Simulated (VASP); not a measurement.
# As (P6_3/mmc) in VASP: notebook

As is run at these levels: BLYP; tasks: single point.

Everything below comes from runs of VASP 6.6.1. Logs are shortened: lines on timing, memory, paths and dates and some standing lists are left out, and cuts for length are marked.

## 1. The cell of the first run

It takes space group P6_3/mmc (No. 194, hexagonal). Conventional cell: a = 2.891 Å, b = 2.891 Å, c = 5.217 Å, α = 90.00°, β = 90.00°, γ = 120.00°. As (site symmetry -6m2) has 12 As at 2.89 to 3.10 Å within 3.8 Å.

## 2. Single point, BLYP (volume scaled by 0.88)

INCAR

```
PREC = Accurate ; ENCUT = 520
EDIFF = 1E-7 ; ISMEAR = -1
SIGMA = 0.1 ; LREAL = False
LASPH = True ; NELM = 80
ALGO = Normal ; ISIF = 2
LWAVE = False ; LCHARG = False
GGA = B5 ; ALDAX = 1.0
AGGAX = 1.0 ; AGGAC = 1.0
ALDAC = 0.0 ; NBANDS = 12
```

KPOINTS

```
regular mesh
0
Gamma
  14 14 7
```

POSCAR

```
As
1.0
    2.8912647632      0.0000000000      0.0000000000
   -1.4456323816      2.5039087340      0.0000000000
    0.0000000000      0.0000000000      5.2174000596
As
2
Direct
    0.3333333333      0.6666666667      0.2500000000
    0.6666666667      0.3333333333      0.7500000000
```

Potentials or basis: VASP PAW PBE potentials, release 64 (As).

Command:

```console
> cat potpaw_PBE.64/As/POTCAR > POTCAR
> mpirun -np 1 vasp_std > vasp.out
```

OUTCAR:

```text
PREC = Accurate
   ENCUT = 520
   EDIFF = 1E-7
   ISMEAR = -1
   LREAL = False
   LASPH = True
   NELM = 80
   ISIF = 2
   GGA = B5

 ion  position               nearest neighbor table
   1  0.333  0.667  0.250-
   2  0.667  0.333  0.750-

  LATTYP: Found a hexagonal cell.
 ALAT       =     2.8912647632
 C/A-ratio  =     1.8045390121

  Lattice vectors:

 A1 = (   2.8912647632,   0.0000000000,   0.0000000000)
 A2 = (  -1.4456323816,   2.5039087340,   0.0000000000)
 A3 = (   0.0000000000,   0.0000000000,   5.2174000596)

Analysis of symmetry for initial positions (statically):
=====================================================================
 Subroutine PRICEL returns:
 Original cell was already a primitive cell.

 Routine SETGRP: Setting up the symmetry group for a
 hexagonal supercell.

 Subroutine GETGRP returns: Found 24 space group operations
 (whereof 12 operations were pure point group operations)
 out of a pool of 24 trial point group operations.

The static configuration has the point symmetry D_3d.
 The point group associated with its full space group is D_6h.

Analysis of symmetry for dynamics (positions and initial velocities):
=====================================================================
 Subroutine PRICEL returns:
 Original cell was already a primitive cell.

 Routine SETGRP: Setting up the symmetry group for a
 hexagonal supercell.

 Subroutine GETGRP returns: Found 24 space group operations
 (whereof 12 operations were pure point group operations)
 out of a pool of 24 trial point group operations.

The dynamic configuration has the point symmetry D_3d.
 The point group associated with its full space group is D_6h.

 Subroutine INISYM returns: Found 24 space group operations
 (whereof 12 operations are pure point group operations),
 and found     1 'primitive' translations

----------------------------------------------------------------------------------------

                                     Primitive cell

  volume of cell :      37.7712

  direct lattice vectors                    reciprocal lattice vectors
     2.891264763  0.000000000  0.000000000     0.345869397  0.199687789  0.000000000
    -1.445632382  2.503908734  0.000000000     0.000000000  0.399375579  0.000000000
     0.000000000  0.000000000  5.217400060     0.000000000  0.000000000  0.191666345

  length of vectors
     2.891264763  2.891264763  5.217400060     0.399375579  0.399375579  0.191666345

  position of ions in fractional coordinates (direct lattice)
     0.333333333  0.666666667  0.250000000
     0.666666667  0.333333333  0.750000000

  ion indices of the primitive-cell ions
   primitive index   ion index
                 1           1
                 2           2

----------------------------------------------------------------------------------------

 KPOINTS: regular mesh

Automatic generation of k-mesh.
 Grid dimensions read from file:
 generate k-points for:   14   14    7

 Generating k-lattice:

  Cartesian coordinates                     Fractional coordinates (reciprocal lattice)
     0.024704957  0.014263414  0.000000000     0.071428571  0.000000000  0.000000000
     0.000000000  0.028526827  0.000000000     0.000000000  0.071428571  0.000000000
     0.000000000  0.000000000  0.027380906     0.000000000  0.000000000  0.142857143

  Length of vectors
     0.028526827  0.028526827  0.027380906

  Shift w.r.t. Gamma in fractional coordinates (k-lattice)
     0.000000000  0.000000000  0.000000000

 Subroutine IBZKPT returns following result:
 ===========================================

 Found     96 irreducible k-points:

 Following reciprocal coordinates:
            Coordinates               Weight
  0.000000  0.000000  0.000000      1.000000
  0.071429 -0.000000  0.000000      6.000000
  0.142857 -0.000000  0.000000      6.000000
  0.214286  0.000000  0.000000      6.000000
  0.285714  0.000000  0.000000      6.000000
  0.357143  0.000000  0.000000      6.000000
[... 16 lines left out ...]
  0.285714  0.285714  0.000000      6.000000
  0.357143  0.285714  0.000000      6.000000
 [... further k-points ...]
   k-points           NKPTS =     96   k-points in BZ     NKDIM =     96   number of bands    NBANDS=     12
   number of dos      NEDOS =    301   number of ions     NIONS =      2
   total plane-waves  NPLWV =  23040
   dimension x,y,z NGX =    24 NGY =   24 NGZ =   40
   dimension x,y,z NGXF=    48 NGYF=   48 NGZF=   80
   ions per type =               2
   NGX,Y,Z   is equivalent  to a cutoff of  13.80, 13.80, 12.75 a.u.
   NGXF,Y,Z  is equivalent  to a cutoff of  27.60, 27.60, 25.49 a.u.
 SYSTEM =  unknown system
   PREC   = accura    normal or accurate (medium, high low for compatibility)
   ISTART =      0    job   : 0-new  1-cont  2-samecut
   ICHARG =      2    charge: 1-file 2-atom 10-const
   ISPIN  =      1    spin polarized calculation?
   LNONCOLLINEAR =      F non collinear calculations
   LSORBIT =      F    spin-orbit coupling
   LASPH  =      T    aspherical Exc in radial PAW
   ENCUT  =  520.0 eV  38.22 Ry    6.18 a.u.   5.38  5.38  9.70*2*pi/ulx,y,z
   NELM   =     80;   NELMIN=  2; NELMDL= -5     # of ELM steps
   EDIFF  = 0.1E-06   stopping-criterion for ELM
   LREAL  =      F    real-space projection
   EDIFFG = 0.1E-05   stopping-criterion for IOM
   NSW    =      0    number of steps for IOM
   IBRION =     -1    ionic relax: 0-MD 1-quasi-New 2-CG
   NFREE  =      0    steps in history (QN), initial steepest desc. (CG)
   ISIF   =      2    stress and relaxation
   ISYM   =      2    0-nonsym 1-usesym 2-fastsym
   POTIM  = 0.5000    time-step for ionic-motion
   TEBEG  =    0.0;   TEEND  =   0.0 temperature during run
   PSTRESS=    0.0 pullay stress
   NELECT =      10.0000    total number of electrons
   NUPDOWN=      -1.0000    fix difference up-down
   EMIN   =  10.00;   EMAX   =-10.00  energy-range for DOS
   EFERMI =   0.00;   METHOD = LEGACY
   ISMEAR =    -1;   SIGMA  =   0.10  broadening in eV -4-tet -1-fermi 0-gaus
   EFERMI_NEDOS =   21; number of points for ismear=-14 and -15
   IALGO  =     38    algorithm
   IMIX   =      4    mixing-type and parameters
     AMIX     =   0.40;   BMIX     =  1.00
     AMIX_MAG =   1.60;   BMIX_MAG =  1.00
  volume/ion in A,a.u.               =      18.89       127.45
  Fermi-wavevector in a.u.,A,eV,Ry     =   1.051206  1.986492 15.034913  1.105035
  Thomas-Fermi vector in A             =   2.186240
   LORBIT       =      0    0 simple, 1 ext, 2 COOP (PROOUT), +10 PAW based schemes
   GGA     = B5    functional components
   LHFCALC =     F    Hartree Fock is set to
   AEXX    =    0.0000 exact exchange contribution
   IVDW    =     0    specifies the selected vdW correction
   LEPSILON=     F    determine dielectric tensor
   LRPA    =     F    only Hartree local field effects (RPA)
 non-spin polarized calculation
  energy-cutoff  :      520.00
  volume of cell :       37.77
 maximum number of plane-waves:      1041
 NGX is ok and might be reduce to    24
   NGX = 11   NGY = 11   NGZ = 19

 number of electron      10.0000000 magnetization

 number of electron       9.9999998 magnetization

 Free energy of the ion-electron system (eV)
  ---------------------------------------------------
  ext. energy  EPLUGINS =         0.00000000
  ---------------------------------------------------
  free energy    TOTEN  =        -6.51440836 eV

  energy without entropy =       -6.48240167  energy(sigma->0) =       -6.49840501

 E-fermi :   7.1175     XC(G=0): -10.1044

 val. band max:        7.0884305444   @ k =   0.3571   0.2143   0.0000
 cond. band min:       7.1308110761   @ k =   0.5000   0.0000   0.0000
 fundamental gap:      0.0423805317
 Fermi energy:         7.1174967190

 k-point     1 :       0.0000    0.0000    0.0000
  band No.  band energies     occupation
      1      -8.1458      2.00000
      2      -4.8025      2.00000
      3       0.2660      2.00000
      4      11.1423      0.00000
      5      12.1965      0.00000
      6      12.1965      0.00000
      7      13.4232      0.00000
      8      13.4232      0.00000
      9      17.2486      0.00000
     10      18.3818      0.00000
     11      20.1645      0.00000
     12      20.1645      0.00000

 k-point     2 :       0.0714   -0.0000    0.0000
  band No.  band energies     occupation
      1      -8.0303      2.00000
      2      -4.6946      2.00000
      3       0.3832      2.00000
      4      11.1320      0.00000
      5      11.1570      0.00000
      6      11.8040      0.00000
      7      12.7824      0.00000
      8      13.3748      0.00000
      9      17.3652      0.00000
     10      18.6086      0.00000
     11      19.6144      0.00000
     12      20.4621      0.00000

 k-point     3 :       0.1429   -0.0000    0.0000
  band No.  band energies     occupation
      1      -7.6848      2.00000
      2      -4.3743      2.00000
      3       0.7331      2.00000
      4       9.0006      0.00000
      5      11.0104      0.00000
      6      11.1540      0.00000
      7      11.1980      0.00000
      8      13.0427      0.00000
      9      16.9977      0.00000
     10      17.9880      0.00000
     11      19.5257      0.00000
     12      19.9780      0.00000
[... 286 lines left out ...]
 k-point    23 :       0.2857    0.2857    0.0000
  band No.  band energies     occupation
      1      -3.1163      2.00000
      2      -1.6124      2.00000
      3       2.6066      2.00000
      4       3.0960      2.00000
      5       5.0119      2.00000
      6       5.3520      2.00000
      7       5.9989      1.99997
      8       7.6567      0.00906
      9      12.5405      0.00000
     10      19.6503      0.00000
     11      21.5624      0.00000
     12      22.0370      0.00000

 k-point    24 :       0.3571    0.2857    0.0000
  band No.  band energies     occupation
      1      -2.4209      2.00000
      2      -1.8834      2.00000
      3       2.2036      2.00000
      4       3.8857      2.00000
      5       3.9759      2.00000
      6       5.5687      2.00000
      7       6.1142      1.99991
      8       6.9743      1.61429
      9      12.1799      0.00000
     10      20.3947      0.00000
     11      21.2856      0.00000
     12      21.8465      0.00000

 [... further k-points ...]

------------------------ aborting loop because EDIFF is reached ----------------------------------------

  FORCE on cell =-STRESS in cart. coord.  units (eV):
  Direction    XX          YY          ZZ          XY          YZ          ZX
  --------------------------------------------------------------------------------------
  -------------------------------------------------------------------------------------
  Total        2.7753575      2.7753575      2.1021419     -0.0000000      0.0000000      0.0000000
  in kB      117.7250861    117.7250861     89.1686335     -0.0000000      0.0000000      0.0000000
  external PRESSURE =     108.2062686 kB  Pullay stress =       0.0000000 kB

 VOLUME and BASIS-vectors are now :
 -----------------------------------------------------------------------------
  energy-cutoff  :      520.00
  volume of cell :       37.77
      direct lattice vectors                 reciprocal lattice vectors
     2.891264763  0.000000000  0.000000000     0.345869397  0.199687789  0.000000000
    -1.445632382  2.503908734  0.000000000     0.000000000  0.399375579  0.000000000
     0.000000000  0.000000000  5.217400060     0.000000000  0.000000000  0.191666345

 POSITION                                       TOTAL-FORCE (eV/Angst)
 -----------------------------------------------------------------------------------
     -0.00000      1.66927      1.30435        -0.000000      0.000000      0.000000
      1.44563      0.83464      3.91305         0.000000     -0.000000      0.000000
 -----------------------------------------------------------------------------------
    total drift:                               -0.000000      0.000000      0.000000

  FREE ENERGIE OF THE ION-ELECTRON SYSTEM (eV)
  ---------------------------------------------------
  free  energy   TOTEN  =        -6.5144083591 eV

  energy  without entropy=       -6.4824016701  energy(sigma->0) =       -6.49840501
```

Run time: 73 s. Hardware: 1 thread of Intel Xeon 6975P-C, shared host; peak memory 0.18 GiB.

Results:

| Quantity | Value |
| --- | --- |
| Free energy | -6.5144 eV |
| Pressure | 10.8 GPa |
| Band gap on the k mesh | zero (band 5 reaches 12.67 eV, above the bottom of band 6 at 3.99 eV) |

Stress tensor (GPa, compression positive):
```
11.77  0.00  0.00
 0.00 11.77  0.00
 0.00  0.00  8.92
```

Caveat: the PAW data sets were made with another functional, which shifts forces and pressure a little.

## 3. Single point, BLYP (volume scaled by 0.92)

INCAR

```
  AGGAC = 1.0
  AGGAX = 1.0
  ALDAC = 0.0
  ALDAX = 1.0
  ALGO = Normal
  EDIFF = 1E-6
  ENCUT = 520
  GGA = B5
  ISIF = 2
  ISMEAR = -1
  LASPH = True
  LCHARG = False
  LREAL = False
  LWAVE = False
  NBANDS = 12
  NELM = 100
  PREC = Accurate
  SIGMA = 0.1
```

KPOINTS

```
k-points
0
Gamma
  14 14 7
```

POSCAR

```
As
1.0
    2.9344243317      0.0000000000      0.0000000000
   -1.4672121658      2.5412860167      0.0000000000
    0.0000000000      0.0000000000      5.2952831846
As
2
Direct
    0.3333333333      0.6666666667      0.2500000000
    0.6666666667      0.3333333333      0.7500000000
```

Potentials or basis: VASP PAW PBE potentials, release 64 (As).

Command:

```console
> cat potpaw_PBE.64/As/POTCAR > POTCAR
> mpirun -np 1 vasp_std > vasp.out
```

Wall time 62 s (1 thread of Intel Xeon 6975P-C, shared host); peak memory 0.18 GiB.

The run converged. Its results:

```yaml
Free_energy: -6.6066 eV
Pressure: 6.5 GPa
Band_gap_on_the_k_mesh: zero (band 5 reaches 11.83 eV, above the bottom of band 6 at 3.65 eV)
```

Stress tensor (GPa, compression positive):
```
7.14 0.00 0.00
0.00 7.14 0.00
0.00 0.00 5.33
```

Levels at points of the mesh, in eV from the Fermi level:
```
           k point  band 2  band 3  band 4  band 5  band 6  band 7  band 8  band 9
(0.00, 0.00, 0.00)  -11.74   -6.51    3.79    4.79    4.79    5.94    5.94   10.00
(0.50, 0.00, 0.00)   -9.32   -5.43   -4.22   -2.18    0.10    1.31    3.70    6.49
```

Caveat: the PAW data sets were made with another functional, which shifts forces and pressure a little.

## 4. Single point, BLYP (volume scaled by 0.96)

INCAR

```
SYSTEM = As
PREC = Accurate
ENCUT = 520
EDIFF = 1E-6
ISMEAR = -1
SIGMA = 0.1
LREAL = .False.
LASPH = .True.
NELM = 80
ALGO = Normal
ISIF = 2
LWAVE = .False.
LCHARG = .False.
GGA = B5
ALDAX = 1.0
AGGAX = 1.0
AGGAC = 1.0
ALDAC = 0.0
NBANDS = 12
```

KPOINTS

```
regular mesh
0
Gamma
  14 14 7
  0 0 0
```

POSCAR

```
As
1.0
    2.9763503437      0.0000000000      0.0000000000
   -1.4881751718      2.5775950082      0.0000000000
    0.0000000000      0.0000000000      5.3709403089
As
2
Direct
    0.3333333333      0.6666666667      0.2500000000
    0.6666666667      0.3333333333      0.7500000000
```

Command:

```console
> cat potpaw_PBE.64/As/POTCAR > POTCAR
> mpirun -np 1 vasp_std > vasp.out
```

Wall time 72 s (1 thread of Intel Xeon 6975P-C, shared host); peak memory 0.18 GiB.

Results (log left out):

```yaml
Free_energy: -6.6575 eV
Pressure: 3.1 GPa
Band_gap_on_the_k_mesh: zero (band 5 reaches 11.06 eV, above the bottom of band 6 at 3.34 eV)
```

Stress tensor (GPa, compression positive):
```
3.39 0.00 0.00
0.00 3.39 0.00
0.00 0.00 2.42
```

Levels at points of the mesh, in eV from the Fermi level:
| k point | band 3 | band 4 | band 5 | band 6 | band 7 | band 8 |
| --- | --- | --- | --- | --- | --- | --- |
| (0.00, 0.00, 0.00) | -6.19 | 3.58 | 4.53 | 4.53 | 5.60 | 5.60 |
| (0.50, 0.00, 0.00) | -5.24 | -4.05 | -2.06 | 0.17 | 1.25 | 3.49 |

Caveat: the PAW data sets were made with another functional, which shifts forces and pressure a little.

## 5. The runs side by side

| cell | gap on the mesh (eV) | pressure (GPa) |
| --- | --- | --- |
| a = 2.891, b = 2.891, c = 5.217 Å, angles 90.0, 90.0, 120.0°, 2 atoms | none | 10.8 |
| a = 2.934, b = 2.934, c = 5.295 Å, angles 90.0, 90.0, 120.0°, 2 atoms | none | 6.5 |
| a = 2.976, b = 2.976, c = 5.371 Å, angles 90.0, 90.0, 120.0°, 2 atoms | none | 3.1 |

Alike in all rows: task single point; level BLYP; potentials or basis VASP PAW PBE potentials, release 64 (As); no spin polarisation; k mesh 14 × 14 × 7; cutoff (eV) 520; smearing fermi-dirac 0.1 eV.

Caveats: the PAW data sets were made with another functional, which shifts forces and pressure a little.

Absolute energies hang on the potentials; compare differences alone.
